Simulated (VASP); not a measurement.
Set up this calculation in VASP 6.6.1, as the native input.

```
Task                   : electric field gradients
Functional             : LDA
Potentials or basis    : VASP PAW LDA potentials, release 64 (Cd, Se)
Cutoff                 : 520 eV
k mesh                 : 8 × 8 × 8
Occupations            : fermi-dirac, width 0.03 eV
Spin                   : no spin polarisation
Dipole correction      : no
Further INCAR settings : ALGO = Normal; EDIFF = 1e-08; NBANDS = 16
```

The structure of CdSe lies in POSCAR:

```
CdSe
1.0
    0.0000000000      3.0081281831      3.0081281831
    3.0081281831      0.0000000000      3.0081281831
    3.0081281831      3.0081281831      0.0000000000
Cd Se
1 1
Direct
    0.0000000000      0.0000000000      0.0000000000
    0.2500000000      0.2500000000      0.2500000000
```

This cell differs from its parent crystal: volume scaled by 0.9405.

One way to write it, as run:

INCAR

```
  PREC = Accurate
  ENCUT = 520
  EDIFF = 1E-8
  ISMEAR = -1
  SIGMA = 0.03
  LREAL = False
  LASPH = True
  NELM = 60
  ALGO = Normal
  ISIF = 2
  LWAVE = False
  LCHARG = False
  GGA = CA
  LEFG = True
  NBANDS = 16
```

KPOINTS

```
regular mesh
0
Gamma
  8 8 8
```

Potentials or basis: VASP PAW LDA potentials, release 64 (Cd, Se).

Launch:

```sh
$ cat potpaw_LDA.64/Cd/POTCAR potpaw_LDA.64/Se/POTCAR > POTCAR
$ mpirun -np 1 vasp_std > vasp.out
```

It gave:

```yaml
Pressure: 0.2 GPa
Band_gap_on_the_k_mesh: 0.43 eV, direct
```

Caveat: without QUAD_EFG the Cq values of the log hold for a quadrupole moment of 1 mb, not for the nuclei.

It used 13 s of CPU time on 1 thread of Intel Xeon 6975P-C (shared host).
